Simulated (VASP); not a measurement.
# Ag (Fm-3m) in VASP: a series of runs

The runs below take Ag through single point, with PBE.

Everything below comes from runs of VASP 6.6.1. Logs are shortened: lines on timing, memory, paths and dates and some standing lists are left out, and cuts for length are marked.

**1. The cell of the first run**

It takes space group Fm-3m (No. 225, cubic). The conventional cell has a = 4.085 Å, b = 4.085 Å, c = 4.085 Å, α = 90.00°, β = 90.00°, γ = 90.00°. Within 3.8 Å of Ag (site symmetry m-3m) lie 12 Ag at 2.89 Å.

**2. Single point, PBE**

INCAR reads:

```
SYSTEM = Ag
PREC = Accurate ; ENCUT = 520
EDIFF = 1E-7 ; ISMEAR = 0
SIGMA = 0.05 ; LREAL = .FALSE.
LASPH = .TRUE. ; NELM = 60
ALGO = Normal ; ISIF = 2
LWAVE = .FALSE. ; LCHARG = .FALSE.
GGA = PE ; NBANDS = 12
```

KPOINTS reads:

```
Automatic mesh
0
G
  16 16 16
  0 0 0
```

POSCAR reads:

```
Ag
1.0
    0.0000000000      2.0427500000      2.0427500000
    2.0427500000      0.0000000000      2.0427500000
    2.0427500000      2.0427500000      0.0000000000
Ag
1
Direct
    0.0000000000      0.0000000000      0.0000000000
```

Potentials or basis: VASP PAW PBE potentials, release 64 (Ag).

Command:

```bash
cat potpaw_PBE.64/Ag/POTCAR > POTCAR
mpirun -np 1 vasp_std > vasp.out
```

OUTCAR:

```text
SYSTEM = Ag
   PREC = Accurate
   ENCUT = 520
   EDIFF = 1E-7
   ISMEAR = 0
   LREAL = .FALSE.
   LASPH = .TRUE.
   NELM = 60
   ISIF = 2
   GGA = PE

 ion  position               nearest neighbor table
   1  0.000  0.000  0.000-

  LATTYP: Found a face centered cubic cell.
 ALAT       =     4.0855000000

  Lattice vectors:

 A1 = (   0.0000000000,   2.0427500000,   2.0427500000)
 A2 = (   2.0427500000,   0.0000000000,   2.0427500000)
 A3 = (   2.0427500000,   2.0427500000,   0.0000000000)

Analysis of symmetry for initial positions (statically):
=====================================================================
 Subroutine PRICEL returns:
 Original cell was already a primitive cell.

 Routine SETGRP: Setting up the symmetry group for a
 face centered cubic supercell.

 Subroutine GETGRP returns: Found 48 space group operations
 (whereof 48 operations were pure point group operations)
 out of a pool of 48 trial point group operations.

The static configuration has the point symmetry O_h .

Analysis of symmetry for dynamics (positions and initial velocities):
=====================================================================
 Subroutine PRICEL returns:
 Original cell was already a primitive cell.

 Routine SETGRP: Setting up the symmetry group for a
 face centered cubic supercell.

 Subroutine GETGRP returns: Found 48 space group operations
 (whereof 48 operations were pure point group operations)
 out of a pool of 48 trial point group operations.

The dynamic configuration has the point symmetry O_h .

 Subroutine INISYM returns: Found 48 space group operations
 (whereof 48 operations are pure point group operations),
 and found     1 'primitive' translations

----------------------------------------------------------------------------------------

                                     Primitive cell

  volume of cell :      17.0481

  direct lattice vectors                    reciprocal lattice vectors
     0.000000000  2.042750000  2.042750000    -0.244768082  0.244768082  0.244768082
     2.042750000  0.000000000  2.042750000     0.244768082 -0.244768082  0.244768082
     2.042750000  2.042750000  0.000000000     0.244768082  0.244768082 -0.244768082

  length of vectors
     2.888884755  2.888884755  2.888884755     0.423950755  0.423950755  0.423950755

  position of ions in fractional coordinates (direct lattice)
     0.000000000  0.000000000  0.000000000

  ion indices of the primitive-cell ions
   primitive index   ion index
                 1           1

----------------------------------------------------------------------------------------

 KPOINTS: Automatic mesh

Automatic generation of k-mesh.
 Grid dimensions read from file:
 generate k-points for:   16   16   16

 Generating k-lattice:

  Cartesian coordinates                     Fractional coordinates (reciprocal lattice)
    -0.015298005  0.015298005  0.015298005     0.062500000  0.000000000  0.000000000
     0.015298005 -0.015298005  0.015298005     0.000000000  0.062500000  0.000000000
     0.015298005  0.015298005 -0.015298005     0.000000000  0.000000000  0.062500000

  Length of vectors
     0.026496922  0.026496922  0.026496922

  Shift w.r.t. Gamma in fractional coordinates (k-lattice)
     0.000000000  0.000000000  0.000000000

 Subroutine IBZKPT returns following result:
 ===========================================

 Found    145 irreducible k-points:

 Following reciprocal coordinates:
            Coordinates               Weight
  0.000000  0.000000  0.000000      1.000000
  0.062500  0.000000  0.000000      8.000000
  0.125000  0.000000  0.000000      8.000000
  0.187500  0.000000  0.000000      8.000000
  0.250000  0.000000  0.000000      8.000000
  0.312500  0.000000  0.000000      8.000000
[... 16 lines left out ...]
 -0.125000  0.062500  0.000000     24.000000
 -0.062500  0.062500  0.000000     12.000000
 [... further k-points ...]
   k-points           NKPTS =    145   k-points in BZ     NKDIM =    145   number of bands    NBANDS=     12
   number of dos      NEDOS =    301   number of ions     NIONS =      1
   total plane-waves  NPLWV =  13824
   dimension x,y,z NGX =    24 NGY =   24 NGZ =   24
   dimension x,y,z NGXF=    48 NGYF=   48 NGZF=   48
   ions per type =               1
   NGX,Y,Z   is equivalent  to a cutoff of  13.81, 13.81, 13.81 a.u.
   NGXF,Y,Z  is equivalent  to a cutoff of  27.62, 27.62, 27.62 a.u.
 SYSTEM =  Ag
   PREC   = accura    normal or accurate (medium, high low for compatibility)
   ISTART =      0    job   : 0-new  1-cont  2-samecut
   ICHARG =      2    charge: 1-file 2-atom 10-const
   ISPIN  =      1    spin polarized calculation?
   LNONCOLLINEAR =      F non collinear calculations
   LSORBIT =      F    spin-orbit coupling
   LASPH  =      T    aspherical Exc in radial PAW
   ENCUT  =  520.0 eV  38.22 Ry    6.18 a.u.   5.37  5.37  5.37*2*pi/ulx,y,z
   NELM   =     60;   NELMIN=  2; NELMDL= -5     # of ELM steps
   EDIFF  = 0.1E-06   stopping-criterion for ELM
   LREAL  =      F    real-space projection
   EDIFFG = 0.1E-05   stopping-criterion for IOM
   NSW    =      0    number of steps for IOM
   IBRION =     -1    ionic relax: 0-MD 1-quasi-New 2-CG
   NFREE  =      0    steps in history (QN), initial steepest desc. (CG)
   ISIF   =      2    stress and relaxation
   ISYM   =      2    0-nonsym 1-usesym 2-fastsym
   POTIM  = 0.5000    time-step for ionic-motion
   TEBEG  =    0.0;   TEEND  =   0.0 temperature during run
   PSTRESS=    0.0 pullay stress
   NELECT =      11.0000    total number of electrons
   NUPDOWN=      -1.0000    fix difference up-down
   EMIN   =  10.00;   EMAX   =-10.00  energy-range for DOS
   EFERMI =   0.00;   METHOD = LEGACY
   ISMEAR =     0;   SIGMA  =   0.05  broadening in eV -4-tet -1-fermi 0-gaus
   EFERMI_NEDOS =   21; number of points for ismear=-14 and -15
   IALGO  =     38    algorithm
   IMIX   =      4    mixing-type and parameters
     AMIX     =   0.40;   BMIX     =  1.00
     AMIX_MAG =   1.60;   BMIX_MAG =  1.00
  volume/ion in A,a.u.               =      17.05       115.05
  Fermi-wavevector in a.u.,A,eV,Ry     =   1.414644  2.673290 27.228221  2.001218
  Thomas-Fermi vector in A             =   2.536165
   LORBIT       =      0    0 simple, 1 ext, 2 COOP (PROOUT), +10 PAW based schemes
   GGA     = PE    functional components
   LHFCALC =     F    Hartree Fock is set to
   AEXX    =    0.0000 exact exchange contribution
   IVDW    =     0    specifies the selected vdW correction
   LEPSILON=     F    determine dielectric tensor
   LRPA    =     F    only Hartree local field effects (RPA)
 non-spin polarized calculation
 Gauss-broadening in eV      SIGMA  =   0.05
  energy-cutoff  :      520.00
  volume of cell :       17.05
 maximum number of plane-waves:       477
 NGX is ok and might be reduce to    24
   NGX = 11   NGY = 11   NGZ = 11

 number of electron      10.9999999 magnetization

 Free energy of the ion-electron system (eV)
  ---------------------------------------------------
  ext. energy  EPLUGINS =         0.00000000
  ---------------------------------------------------
  free energy    TOTEN  =        -2.70818980 eV

  energy without entropy =       -2.70755752  energy(sigma->0) =       -2.70787366

 E-fermi :   8.3855     XC(G=0): -12.2106

 val. band max:        8.3641224814   @ k =   0.5000   0.3125   0.1250
 cond. band min:       8.3946032380   @ k =   0.5000   0.1875   0.0625
 fundamental gap:      0.0304807566
 Fermi energy:         8.3854960008

 k-point     1 :       0.0000    0.0000    0.0000
  band No.  band energies     occupation
      1       0.6631      2.00000
      2       3.6258      2.00000
      3       3.6258      2.00000
      4       3.6258      2.00000
      5       4.6603      2.00000
      6       4.6603      2.00000
      7      24.4570      0.00000
      8      28.0363      0.00000
      9      28.0363      0.00000
     10      28.0363      0.00000
     11      32.8417      0.00000
     12      33.9855      0.00000

 k-point     2 :       0.0625    0.0000    0.0000
  band No.  band energies     occupation
      1       0.7853      2.00000
      2       3.5976      2.00000
      3       3.6597      2.00000
      4       3.6597      2.00000
      5       4.6472      2.00000
      6       4.6472      2.00000
      7      24.4789      0.00000
      8      27.0136      0.00000
      9      28.0872      0.00000
     10      28.0872      0.00000
     11      32.8869      0.00000
     12      33.8359      0.00000

 k-point     3 :       0.1250    0.0000    0.0000
  band No.  band energies     occupation
      1       1.1342      2.00000
      2       3.5380      2.00000
      3       3.7438      2.00000
      4       3.7438      2.00000
      5       4.6259      2.00000
      6       4.6259      2.00000
      7      23.9840      0.00000
      8      25.5793      0.00000
      9      28.2024      0.00000
     10      28.2024      0.00000
     11      31.8954      0.00000
     12      33.3144      0.00000
[... 286 lines left out ...]
 k-point    23 :      -0.1250    0.0625    0.0000
  band No.  band energies     occupation
      1       1.3916      2.00000
      2       3.4633      2.00000
      3       3.8040      2.00000
      4       3.8302      2.00000
      5       4.5154      2.00000
      6       4.7351      2.00000
      7      23.5186      0.00000
      8      24.9375      0.00000
      9      27.3099      0.00000
     10      29.2321      0.00000
     11      30.7419      0.00000
     12      33.2900      0.00000

 k-point    24 :      -0.0625    0.0625    0.0000
  band No.  band energies     occupation
      1       0.9841      2.00000
      2       3.5395      2.00000
      3       3.7060      2.00000
      4       3.7346      2.00000
      5       4.5807      2.00000
      6       4.6808      2.00000
      7      24.4526      0.00000
      8      26.0455      0.00000
      9      27.4347      0.00000
     10      28.6325      0.00000
     11      32.0481      0.00000
     12      33.9157      0.00000

 [... further k-points ...]

------------------------ aborting loop because EDIFF is reached ----------------------------------------

  FORCE on cell =-STRESS in cart. coord.  units (eV):
  Direction    XX          YY          ZZ          XY          YZ          ZX
  --------------------------------------------------------------------------------------
  -------------------------------------------------------------------------------------
  Total        0.4865294      0.4865294      0.4865294      0.0000000      0.0000000      0.0000000
  in kB       45.7239818     45.7239818     45.7239818      0.0000000      0.0000000      0.0000000
  external PRESSURE =      45.7239818 kB  Pullay stress =       0.0000000 kB

 VOLUME and BASIS-vectors are now :
 -----------------------------------------------------------------------------
  energy-cutoff  :      520.00
  volume of cell :       17.05
      direct lattice vectors                 reciprocal lattice vectors
     0.000000000  2.042750000  2.042750000    -0.244768082  0.244768082  0.244768082
     2.042750000  0.000000000  2.042750000     0.244768082 -0.244768082  0.244768082
     2.042750000  2.042750000  0.000000000     0.244768082  0.244768082 -0.244768082

 POSITION                                       TOTAL-FORCE (eV/Angst)
 -----------------------------------------------------------------------------------
      0.00000      0.00000      0.00000         0.000000     -0.000000     -0.000000
 -----------------------------------------------------------------------------------
    total drift:                               -0.000000      0.000000      0.000000

  FREE ENERGIE OF THE ION-ELECTRON SYSTEM (eV)
  ---------------------------------------------------
  free  energy   TOTEN  =        -2.7081897960 eV

  energy  without entropy=       -2.7075575165  energy(sigma->0) =       -2.70787366
```

Run time: 37 s. Hardware: 1 thread of Intel Xeon 8259CL, shared host; peak memory 0.16 GiB.

What came out:

```
Free energy            : -2.7082 eV
Pressure               : 4.6 GPa
Band gap on the k mesh : zero (an odd number of electrons rules out a gap without spin polarisation)
```

Caveat: the cell stands under pressure.

**3. Single point, PBE, non-collinear spin, zero start, spin-orbit coupling**

INCAR reads:

```
  PREC = Accurate
  ENCUT = 520
  EDIFF = 1E-6
  ISMEAR = 0
  SIGMA = 0.05
  LREAL = F
  LASPH = T
  NELM = 150
  ALGO = Normal
  ISIF = 2
  LWAVE = F
  LCHARG = F
  MAGMOM = 0 0 0
  LORBIT = 11
  LSORBIT = T
  GGA_COMPAT = F
  LORBMOM = T
  LMAXMIX = 4
  GGA = PE
  NBANDS = 22
```

KPOINTS reads:

```
Automatic mesh
0
Gamma
  16 16 16
```

POSCAR is that of step 2.

Potentials or basis: VASP PAW PBE potentials, release 64 (Ag).

Command:

```bash
cat potpaw_PBE.64/Ag/POTCAR > POTCAR
mpirun -np 1 vasp_ncl > vasp.out
```

OUTCAR:

```text
PREC = Accurate
   ENCUT = 520
   EDIFF = 1E-6
   ISMEAR = 0
   LREAL = F
   LASPH = T
   NELM = 150
   ISIF = 2
   LORBIT = 11
   LSORBIT = T
   GGA = PE

 ion  position               nearest neighbor table
   1  0.000  0.000  0.000-

  LATTYP: Found a face centered cubic cell.
 ALAT       =     4.0855000000

  Lattice vectors:

 A1 = (   0.0000000000,   2.0427500000,   2.0427500000)
 A2 = (   2.0427500000,   0.0000000000,   2.0427500000)
 A3 = (   2.0427500000,   2.0427500000,   0.0000000000)

Analysis of symmetry for initial positions (statically):
=====================================================================
[... 849 lines left out ...]
 ----------------------------------------
  1         0.000   0.000   0.000
 ----------------------------------------
            0.000   0.000   0.000

 Spin-Orbit-Coupling matrix elements

 Ion:    1  E_soc:     -0.0542617
 l=   1
     0.0000000    -0.0020001    -0.0020001
    -0.0020001     0.0000000    -0.0020001
    -0.0020001    -0.0020001     0.0000000
 l=   2
     0.0000000    -0.0014918     0.0000000    -0.0014918    -0.0055517
    -0.0014918     0.0000000    -0.0041638    -0.0014918    -0.0013879
     0.0000000    -0.0041638     0.0000000    -0.0041638     0.0000000
    -0.0014918    -0.0014918    -0.0041638     0.0000000    -0.0013879
    -0.0055517    -0.0013879     0.0000000    -0.0013879     0.0000000
 l=   3
     0.0000000     0.0000000     0.0000000     0.0000000     0.0000000     0.0000000     0.0000000
     0.0000000     0.0000000     0.0000000     0.0000000     0.0000000     0.0000000     0.0000000
     0.0000000     0.0000000     0.0000000     0.0000000     0.0000000     0.0000000     0.0000000
     0.0000000     0.0000000     0.0000000     0.0000000     0.0000000     0.0000000     0.0000000
     0.0000000     0.0000000     0.0000000     0.0000000     0.0000000     0.0000000     0.0000000
     0.0000000     0.0000000     0.0000000     0.0000000     0.0000000     0.0000000     0.0000000
     0.0000000     0.0000000     0.0000000     0.0000000     0.0000000     0.0000000     0.0000000

 total charge

# of ion       s       p       d       tot
------------------------------------------
    1        0.421   0.301   9.157   9.879

 magnetization (x)

# of ion       s       p       d       tot
------------------------------------------
    1        0.000   0.000   0.000   0.000

 magnetization (y)

# of ion       s       p       d       tot
------------------------------------------
    1       -0.000   0.000   0.000   0.000

 magnetization (z)

# of ion       s       p       d       tot
------------------------------------------
    1        0.000   0.000   0.000   0.000
```

OSZICAR:

```text
N       E                     dE             d eps       ncg     rms          rms(c)
DAV:   1     0.681236799382E+02    0.68124E+02   -0.55356E+03  6412   0.978E+02
DAV:   2    -0.136304107845E+01   -0.69487E+02   -0.64495E+02  7298   0.244E+02
DAV:   3    -0.298790703649E+01   -0.16249E+01   -0.16197E+01  7428   0.399E+01
DAV:   4    -0.299394422393E+01   -0.60372E-02   -0.60368E-02  7052   0.248E+00
DAV:   5    -0.299400480707E+01   -0.60583E-04   -0.60583E-04  7298   0.247E-01    0.535E+00
DAV:   6    -0.274655565863E+01    0.24745E+00   -0.45084E-01  6926   0.963E+00    0.345E+00
DAV:   7    -0.273826189317E+01    0.82938E-02   -0.75682E-03  7242   0.109E+00    0.195E+00
DAV:   8    -0.273529142109E+01    0.29705E-02   -0.59535E-04  6924   0.222E-01    0.351E-01
DAV:   9    -0.273530074139E+01   -0.93203E-05   -0.78602E-06  7324   0.229E-02    0.466E-02
DAV:  10    -0.273530703698E+01   -0.62956E-05   -0.16238E-06  7078   0.152E-02    0.272E-02
DAV:  11    -0.273530940258E+01   -0.23656E-05   -0.13085E-06  6720   0.120E-02    0.983E-04
DAV:  12    -0.273530934155E+01    0.61026E-07   -0.13951E-08  3688   0.117E-03
   1 F= -.27353093E+01 E0= -.27349838E+01  d E =-.651085E-03  mag=     0.0000     0.0000    -0.0000
```

stdout:

```text
POSCAR found type information on POSCAR Ag
 POSCAR found :  1 types and       1 ions
 scaLAPACK will be used
 LDA part: xc-table for (Slater+PW92), standard interpolation
 POSCAR, INCAR and KPOINTS ok, starting setup
 FFT: planning ... GRIDC
 FFT: planning ... GRID_SOFT
 FFT: planning ... GRID
 WAVECAR not read
 entering main loop
```

It took 3 min on 1 thread of Intel Xeon 8259CL, shared host; peak memory 0.25 GiB.

What came out:

```
Free energy                                           : -2.7353 eV
Pressure                                              : 4.5 GPa
Net moment                                            : 0.00 μB per cell
Valence electrons inside the program's atomic spheres : Ag 9.88
```

Moments on the atoms (μB; x, y, z):
```
Ag  0.00 0.00 0.00
```

Caveat: the cell stands under pressure.

The gap in the log of VASP goes by the Fermi energy; the results here count the filled bands.